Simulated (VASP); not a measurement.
Set up this calculation in VASP 6.6.1, as the native input.

| Property | Result |
| --- | --- |
| Task | single point |
| Functional | PBE |
| Potentials or basis | VASP PAW PBE potentials, release 64 (Sb) |
| Cutoff | 520 eV |
| k mesh | 19 × 19 × 19 |
| Occupations | fermi-dirac, width 0.1 eV |
| Spin | no spin polarisation |
| Dipole correction | no |
| Further INCAR settings | ALGO = Normal; EDIFF = 1e-06; NBANDS = 8 |

The structure of Sb lies in POSCAR:

```
Sb
1.0
    0.0000000000      2.3940819710      2.3940819710
    2.3940819710      0.0000000000      2.3940819710
    2.3940819710      2.3940819710      0.0000000000
Sb
1
Direct
    0.0000000000      0.0000000000      0.0000000000
```

The input as run:

INCAR

```
PREC = Accurate
ENCUT = 520
EDIFF = 1E-6
ISMEAR = -1
SIGMA = 0.1
LREAL = F
LASPH = T
NELM = 60
ALGO = Normal
ISIF = 2
LWAVE = F
LCHARG = F
GGA = PE
NBANDS = 8
```

KPOINTS

```
regular mesh
0
Gamma
  19 19 19
```

Potentials or basis: VASP PAW PBE potentials, release 64 (Sb).

Launch:

```bash
$ cat potpaw_PBE.64/Sb/POTCAR > POTCAR
$ mpirun -np 1 vasp_std > vasp.out
```

Results of the run:

| Quantity | Value |
| --- | --- |
| Pressure | 0.0 GPa |

Wall time 34 s on 1 thread of AMD EPYC 7R13 Processor (Zen 3), on a shared host, peak memory 0.16 GiB.
